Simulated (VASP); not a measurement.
Write the native input for VASP 6.6.1 that does the following.

| Quantity | Value |
| --- | --- |
| Task | density of states |
| Functional | LDA |
| Potentials or basis | VASP PAW LDA potentials, release 64 (Mg) |
| Cutoff | 520 eV |
| k mesh | 15 × 15 × 9 |
| Occupations | fermi-dirac, width 0.05 eV |
| Spin | no spin polarisation |
| Dipole correction | no |
| k mesh for the DOS | 23 × 23 × 14 |
| Occupations for the DOS | tetrahedron |
| Further INCAR settings | ALGO = Normal; EDIFF = 1e-06 |

Mg:

```xyz
2
Lattice="3.1446 0.0000 0.0000 -1.5723 2.7233 0.0000 0.0000 0.0000 5.0457" Properties=species:S:1:pos:R:3 pbc="T T T"
Mg    0.0000    1.8155    1.2614
Mg    1.5723    0.9078    3.7842
```

The input as run:

POSCAR

```
Mg
1.0
    3.1445587934      0.0000000000      0.0000000000
   -1.5722793967      2.7232677988      0.0000000000
    0.0000000000      0.0000000000      5.0456622780
Mg
2
Direct
    0.3333333333      0.6666666667      0.2500000000
    0.6666666667      0.3333333333      0.7500000000
```

INCAR.step1

```
SYSTEM = Mg
PREC = Accurate ; ENCUT = 520
EDIFF = 1E-6 ; ISMEAR = -1
SIGMA = 0.05 ; LREAL = .False.
LASPH = .True. ; NELM = 60
ALGO = Normal ; ISIF = 2
LWAVE = .False. ; LCHARG = .True.
NBANDS = 9
```

KPOINTS.step1

```
Automatic mesh
0
Gamma
  15 15 9
  0 0 0
```

INCAR.step2

```
SYSTEM = Mg
PREC = Accurate ; ENCUT = 520
EDIFF = 1E-6 ; ISMEAR = -5
SIGMA = 0.05 ; LREAL = .False.
LASPH = .True. ; NELM = 60
ALGO = Normal ; ISIF = 2
LWAVE = .False. ; LCHARG = .False.
LORBIT = 11 ; NEDOS = 2001
ICHARG = 11
```

KPOINTS.step2

```
Automatic mesh
0
Gamma
  23 23 14
  0 0 0
```

Potentials or basis: VASP PAW LDA potentials, release 64 (Mg).

Launch:

```sh
$ cat potpaw_LDA.64/Mg/POTCAR > POTCAR
$ cp INCAR.step1 INCAR
$ cp KPOINTS.step1 KPOINTS
$ mpirun -np 1 vasp_std > vasp.out
$ cp INCAR.step2 INCAR
$ cp KPOINTS.step2 KPOINTS
$ mpirun -np 1 vasp_std > vasp.out
```

Results of the run:

| Item | Value |
| --- | --- |
| Valence electrons inside the program's atomic spheres | Mg 0.38 |

It took 2.5 min on 1 thread of AMD EPYC 7R43 64-Core Processor (Zen 3), on a shared host, peak memory 0.21 GiB.
